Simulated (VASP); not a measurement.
# NaZr3 (Pm-3m) in VASP: a series of runs, part 2 of 2

VASP 6.6.1.

**4. Relaxation of cell and atoms, PBE**

INCAR reads:

```
PREC     = Accurate       # precision mode
ENCUT    = 500            # plane-wave cutoff, eV
EDIFF    = 1E-7           # SCF threshold, eV
ISMEAR   = 0              # smearing method
SIGMA    = 0.1            # smearing width, eV
LREAL    = F              # projectors in reciprocal space
LASPH    = T              # aspherical terms in the spheres
NELM     = 120            # most SCF steps
ALGO     = Normal         # electronic algorithm
ISIF     = 3              # what is computed and relaxed
LWAVE    = F              # write WAVECAR
LCHARG   = F              # write CHGCAR
GGA      = PE             # functional
IBRION   = 2              # ionic algorithm
NSW      = 90             # ionic steps
EDIFFG   = -0.04          # ionic threshold
GGA_COMPAT= F            
NELMIN   = 4
```

KPOINTS reads:

```
regular mesh
0
Gamma
  4 4 4
```

POSCAR reads:

```
NaZr3
1.0
    4.0791756713      0.0000000000      0.0000000000
    0.0000000000      4.0791756713      0.0000000000
    0.0000000000      0.0000000000      4.0791756713
Na Zr
1 3
Direct
    0.0000000000      0.0000000000      0.0000000000
    0.0000000000      0.5000000000      0.5000000000
    0.5000000000      0.0000000000      0.5000000000
    0.5000000000      0.5000000000      0.0000000000
```

Potentials or basis: VASP PAW PBE potentials, release 64 (Na_pv, Zr_sv).

Launch:

```
> cat potpaw_PBE.64/Na_pv/POTCAR potpaw_PBE.64/Zr_sv/POTCAR > POTCAR
> mpirun -np 1 vasp_std > vasp.out
```

OUTCAR:

```text
PREC = Accurate
   ENCUT = 500
   EDIFF = 1E-7
   ISMEAR = 0
   LREAL = F
   LASPH = T
   NELM = 120
   ISIF = 3
   GGA = PE
   IBRION = 2
   NSW = 90
   EDIFFG = -0.04
   NELMIN = 4

 ion  position               nearest neighbor table
   1  0.000  0.000  0.000-   2 2.88   3 2.88   4 2.88   2 2.88   3 2.88   2 2.88   4 2.88   2 2.88
                             3 2.88   4 2.88   3 2.88   4 2.88
   2  0.000  0.500  0.500-   1 2.88   3 2.88   4 2.88   1 2.88   4 2.88   1 2.88   3 2.88   1 2.88
                             3 2.88   4 2.88   4 2.88   3 2.88
   3  0.500  0.000  0.500-   1 2.88   2 2.88   4 2.88   1 2.88   4 2.88   2 2.88   4 2.88   4 2.88
                             1 2.88   2 2.88   1 2.88   2 2.88
   4  0.500  0.500  0.000-   1 2.88   2 2.88   3 2.88   2 2.88   3 2.88   1 2.88   3 2.88   3 2.88
                             1 2.88   2 2.88   2 2.88   1 2.88

  LATTYP: Found a simple cubic cell.
 ALAT       =     4.0791756713

  Lattice vectors:

[... 162 lines left out ...]

 Free energy of the ion-electron system (eV)
  ---------------------------------------------------
  ext. energy  EPLUGINS =         0.00000000
  ---------------------------------------------------
  free energy    TOTEN  =       -22.62576256 eV

  energy without entropy =      -22.60245118  energy(sigma->0) =      -22.61410687

 E-fermi :  10.3880     XC(G=0): -11.8115

 val. band max:       10.3775519875   @ k =   0.5000   0.2500   0.0000
 cond. band min:      10.4631689117   @ k =   0.5000   0.2500   0.2500
 fundamental gap:      0.0856169242
 Fermi energy:        10.3880300947
[... 640 lines left out ...]
--------------------------------------- Ionic step        3  -------------------------------------------

 number of electron      43.0000053 magnetization

 Free energy of the ion-electron system (eV)
  ---------------------------------------------------
  ext. energy  EPLUGINS =         0.00000000
  ---------------------------------------------------
  free energy    TOTEN  =       -24.89633969 eV

  energy without entropy =      -24.86493462  energy(sigma->0) =      -24.88063716

 E-fermi :   6.9072     XC(G=0): -10.3570

 val. band max:        6.8811549184   @ k =   0.5000   0.2500   0.0000
 cond. band min:       6.9215965485   @ k =   0.5000   0.2500   0.0000
 fundamental gap:      0.0404416301
 Fermi energy:         6.9072224454
[... 309 lines left out ...]
  FREE ENERGIE OF THE ION-ELECTRON SYSTEM (eV)
  ---------------------------------------------------
  free  energy   TOTEN  =       -24.8963396948 eV

  energy  without entropy=      -24.8649346219  energy(sigma->0) =      -24.88063716

 reached required accuracy - stopping structural energy minimisation
```

OSZICAR:

```text
N       E                     dE             d eps       ncg     rms          rms(c)
DAV:   1     0.536059569192E+03    0.53606E+03   -0.22753E+04   524   0.187E+03
DAV:   2     0.266319567630E+02   -0.50943E+03   -0.50386E+03   566   0.555E+02
DAV:   3    -0.194801871691E+02   -0.46112E+02   -0.44205E+02   818   0.132E+02
[... 38 lines left out ...]
DAV:   9    -0.248963428949E+02    0.39423E-04   -0.76670E-05   582   0.807E-02    0.207E-02
DAV:  10    -0.248963397990E+02    0.30958E-05   -0.18833E-05   754   0.253E-02    0.305E-03
DAV:  11    -0.248963394635E+02    0.33555E-06   -0.81082E-07   571   0.441E-03    0.439E-04
DAV:  12    -0.248963397740E+02   -0.31057E-06   -0.55529E-08   298   0.124E-03    0.634E-04
DAV:  13    -0.248963396948E+02    0.79290E-07   -0.18132E-08   256   0.101E-03
   3 F= -.24896340E+02 E0= -.24880637E+02  d E =-.227058E+01
```

Wall time 1.7 min (1 thread of Intel Xeon 8259CL, shared host); peak memory 0.17 GiB.

Results:

| Item | Value |
| --- | --- |
| Free energy | -24.8963 eV |
| Relaxed volume | 23.26 Å³/atom |
| Relaxed cell | a = 4.532 Å, b = 4.532 Å, c = 4.532 Å, α = 90.00°, β = 90.00°, γ = 90.00° |
| Space group after relaxing (to 0.1 Å) | Pm-3m (No. 221) |
| Energy gained by relaxing | 567.6 meV/atom |
| Ionic steps | 3 |
| Pressure after relaxing | 0.0 GPa |
| Band gap on the k mesh | zero (an odd number of electrons rules out a gap without spin polarisation) |

Step by step:
```
step  energy change (eV)  largest force (eV/Å)  pressure (GPa)  volume (Å³)
   1              0.0000                0.0000           36.64        67.88
   2             -1.5621                0.0000           -9.49       113.59
   3             -2.2706                0.0000           -0.01        93.06
```

Final structure:
```
Na Zr
1.0
     4.53159    0.00000    0.00000
     0.00000    4.53159    0.00000
     0.00000    0.00000    4.53159
Na Zr
1 3
Cartesian
  0.0000 0.0000 0.0000
  0.0000 2.2658 2.2658
  2.2658 0.0000 2.2658
  2.2658 2.2658 0.0000
```

Caveat: the k points lie up to 0.35 Å⁻¹ apart in the final cell, too coarse for converged energies and pressures of a metal; the volume moved by over 15 % at a fixed basis, so the end points are rough.

**5. The runs side by side**

| task | cell | gap on the mesh (eV) | pressure (GPa) |
| --- | --- | --- | --- |
| single point | a = 4.079 Å, 4 atoms | none | 36.6 |
| single point | a = 4.530 Å, 4 atoms | none | 0.2 |
| relaxation of cell and atoms | relaxed from a = 4.079 Å, 4 atoms | none | 0.0 |

Alike in all rows: level PBE; potentials or basis VASP PAW PBE potentials, release 64 (Na_pv, Zr_sv); no spin polarisation; k mesh 4 × 4 × 4; cutoff (eV) 500; smearing gaussian 0.1 eV.

Caveats: some runs use coarse meshes; the volume moved by over 15 % at a fixed basis, so the end points are rough (at least some runs).

Absolute energies hang on the potentials; compare differences alone.

The gap in the log of VASP goes by the Fermi energy; the results here count the filled bands.